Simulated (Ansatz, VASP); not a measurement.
**C in VASP and in Ansatz**

Contents of INCAR:

```
ALGO     = Normal         # electronic algorithm
EDIFF    = 1E-6           # SCF threshold, eV
ENCUT    = 520            # plane-wave cutoff, eV
GGA      = PE             # functional
ISIF     = 2              # what is computed and relaxed
ISMEAR   = 0              # smearing method
LASPH    = T              # aspherical terms in the spheres
LCHARG   = F              # write CHGCAR
LREAL    = Auto         
LWAVE    = F              # write WAVECAR
NBANDS   = 46             # bands
NELM     = 80             # most SCF steps
PREC     = Accurate       # precision mode
SIGMA    = 0.02           # smearing width, eV
```

KPOINTS

```
k-points
0
Gamma
  12 12 2
```

Contents of POSCAR:

```
C
1.0
    2.5217134727      0.0000000000      0.0000000000
   -1.2608567363      2.1838679284      0.0000000000
    0.0000000000      0.0000000000     16.5532551391
C
16
Direct
    0.0000000000      0.0000000000      0.0467068132
    0.0000000000      0.0000000000      0.5467068132
    0.0000000000      0.0000000000      0.4532931868
    0.0000000000      0.0000000000      0.9532931868
    0.3333333333      0.6666666667      0.0778770114
    0.6666666667      0.3333333333      0.5778770114
    0.3333333333      0.6666666667      0.4221229886
    0.6666666667      0.3333333333      0.9221229886
    0.3333333333      0.6666666667      0.1712319725
    0.6666666667      0.3333333333      0.6712319725
    0.3333333333      0.6666666667      0.3287680275
    0.6666666667      0.3333333333      0.8287680275
    0.3333333333      0.6666666667      0.7974130762
    0.6666666667      0.3333333333      0.2974130762
    0.3333333333      0.6666666667      0.7025869238
    0.6666666667      0.3333333333      0.2025869238
```

Input for Ansatz:

```yaml
crystal:
  lattice:
    - [2.5217134727, 0.0, 0.0]
    - [-1.2608567363, 2.1838679284, 0.0]
    - [0.0, 0.0, 16.5532551391]
  atoms:
    - { symbol: C, position: [0.0, 0.0, 0.0467068132] }
    - { symbol: C, position: [0.0, 0.0, 0.5467068132] }
    - { symbol: C, position: [0.0, 0.0, 0.4532931868] }
    - { symbol: C, position: [0.0, 0.0, 0.9532931868] }
    - { symbol: C, position: [0.3333333333, 0.6666666667, 0.0778770114] }
    - { symbol: C, position: [0.6666666667, 0.3333333333, 0.5778770114] }
    - { symbol: C, position: [0.3333333333, 0.6666666667, 0.4221229886] }
    - { symbol: C, position: [0.6666666667, 0.3333333333, 0.9221229886] }
    - { symbol: C, position: [0.3333333333, 0.6666666667, 0.1712319725] }
    - { symbol: C, position: [0.6666666667, 0.3333333333, 0.6712319725] }
    - { symbol: C, position: [0.3333333333, 0.6666666667, 0.3287680275] }
    - { symbol: C, position: [0.6666666667, 0.3333333333, 0.8287680275] }
    - { symbol: C, position: [0.3333333333, 0.6666666667, 0.7974130762] }
    - { symbol: C, position: [0.6666666667, 0.3333333333, 0.2974130762] }
    - { symbol: C, position: [0.3333333333, 0.6666666667, 0.7025869238] }
    - { symbol: C, position: [0.6666666667, 0.3333333333, 0.2025869238] }
basis:
  ecutwfc: 420
kpoints:
  mp_grid: { grid: [12, 12, 2] }
  band_path:
    path:
      - [[0.0, 0.0, 0.0], [0.5, 0.0, 0.0], [0.33333333, 0.33333333, 0.0], [0.0, 0.0, 0.0], [0.0, 0.0, 0.5], [0.5, 0.0, 0.5], [0.33333333, 0.33333333, 0.5], [0.0, 0.0, 0.5]]
      - [[0.5, 0.0, 0.5], [0.5, 0.0, 0.0]]
      - [[0.33333333, 0.33333333, 0.5], [0.33333333, 0.33333333, 0.0]]
    npoints: 10
hamiltonian:
  xc: pbe
scf:
  occupations: { method: gaussian, width: 0.02 }
  n_extra_bands: 40
output:
  forces: true
  stress: true
  eigenvalues: true
  populations: true
  dos: { projected: true, de: 0.02, nscf_kmesh: { grid: [18, 18, 3] } }
  bader: false
  write_density: true
  write_potential: true
  elf: true
  volumetric_format: npy
```

Alike in both runs: task single point; functional PBE; k mesh 12 × 12 × 2; occupations gaussian, width 0.02 eV; no spin polarisation.

|  | VASP | Ansatz |
| --- | --- | --- |
| version | VASP 6.6.1 | Ansatz 0.2.0 |
| potentials or method | VASP PAW PBE potentials, release 64 (C), cutoff 520 eV | scalar-relativistic, plane waves, PAW |
| valence electrons in the cell | 64 | 64 |

```tsv
	VASP	Ansatz	Ansatz less VASP
gap on the k mesh at the Fermi level (eV)	4.39	4.40	+0.007
least direct gap on the mesh (eV)	5.42	5.43	+0.005
pressure (GPa)	0.7	0.0	-0.65
```

With one functional, cell and mesh, what is left measures potentials, basis and numerics.
